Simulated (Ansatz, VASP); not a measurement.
## C: VASP beside Ansatz

Contents of INCAR:

```
SYSTEM = C
PREC     = Accurate       ! precision mode
ENCUT    = 520            ! plane-wave cutoff, eV
EDIFF    = 1E-6           ! SCF threshold, eV
ISMEAR   = 0              ! smearing method
SIGMA    = 0.05           ! smearing width, eV
LREAL    = .FALSE.        ! projectors in reciprocal space
LASPH    = .TRUE.         ! aspherical terms in the spheres
NELM     = 80             ! most SCF steps
ALGO     = Normal         ! electronic algorithm
ISIF     = 2              ! what is computed and relaxed
LWAVE    = .FALSE.        ! write WAVECAR
LCHARG   = .FALSE.        ! write CHGCAR
NBANDS   = 26             ! bands
```

File KPOINTS:

```
regular mesh
0
G
  12 12 4
  0 0 0
```

File POSCAR:

```
C
1.0
    2.4314921993      0.0000000000      0.0000000000
   -1.2157460996      2.1057340137      0.0000000000
    0.0000000000      0.0000000000      8.5978723127
C
8
Direct
    0.0000000000      0.0000000000      0.0987800240
    0.0000000000      0.0000000000      0.5987800240
    0.0000000000      0.0000000000      0.4012199760
    0.0000000000      0.0000000000      0.9012199760
    0.3333333333      0.6666666667      0.1510010552
    0.6666666667      0.3333333333      0.6510010552
    0.3333333333      0.6666666667      0.3489989448
    0.6666666667      0.3333333333      0.8489989448
```

Input for Ansatz:

```yaml
crystal:
  lattice:
    - [2.4314921993, 0.0, 0.0]
    - [-1.2157460996, 2.1057340137, 0.0]
    - [0.0, 0.0, 8.5978723127]
  atoms:
    - { symbol: C, position: [0.0, 0.0, 0.098780024] }
    - { symbol: C, position: [0.0, 0.0, 0.598780024] }
    - { symbol: C, position: [0.0, 0.0, 0.401219976] }
    - { symbol: C, position: [0.0, 0.0, 0.901219976] }
    - { symbol: C, position: [0.3333333333, 0.6666666667, 0.1510010552] }
    - { symbol: C, position: [0.6666666667, 0.3333333333, 0.6510010552] }
    - { symbol: C, position: [0.3333333333, 0.6666666667, 0.3489989448] }
    - { symbol: C, position: [0.6666666667, 0.3333333333, 0.8489989448] }
basis:
  ecutwfc: 520.0
kpoints:
  mp_grid: { grid: [12, 12, 4] }
hamiltonian:
  xc: lda
  pseudopotentials: { kind: paw, azcp: { folder: soft_1 } }
scf:
  occupations: { method: gaussian, width: 0.05 }
output:
  forces: true
  stress: true
  eigenvalues: true
```

Change from the starting cell: mode 21 frozen in at +0.048 Å, strain +e along z and -e/2 along x and y +0.0467.

Alike in both runs: task single point; functional LDA; k mesh 12 × 12 × 4; occupations gaussian, width 0.05 eV; no spin polarisation.

|  | VASP | Ansatz |
| --- | --- | --- |
| version | VASP 6.6.1 | Ansatz 0.2.0 |
| potentials or method | VASP PAW LDA potentials, release 64 (C), cutoff 520 eV | scalar-relativistic, plane waves, PAW |
| valence electrons in the cell | 32 | 32 |

|  | VASP | Ansatz | Ansatz less VASP |
| --- | --- | --- | --- |
| gap on the k mesh at the Fermi level (eV) | 1.16 | 1.15 | -0.005 |
| least direct gap on the mesh (eV) | 1.16 | 1.15 | -0.005 |
| pressure (GPa) | 13.3 | 11.5 | -1.75 |
| traceless stress, the component that is largest in VASP (GPa) | -49.18 | -48.56 | +0.619 |
| rms of the force components (eV/Å) | 1.314 | 1.294 | -0.0193 |

Ansatz warns that its potentials were made for another functional, while VASP's fit it. LDA's correlation is that of Perdew and Zunger in VASP and of Perdew and Wang (1992) in Ansatz. Atom by atom the forces differ by 0.019 eV/Å (rms over components).
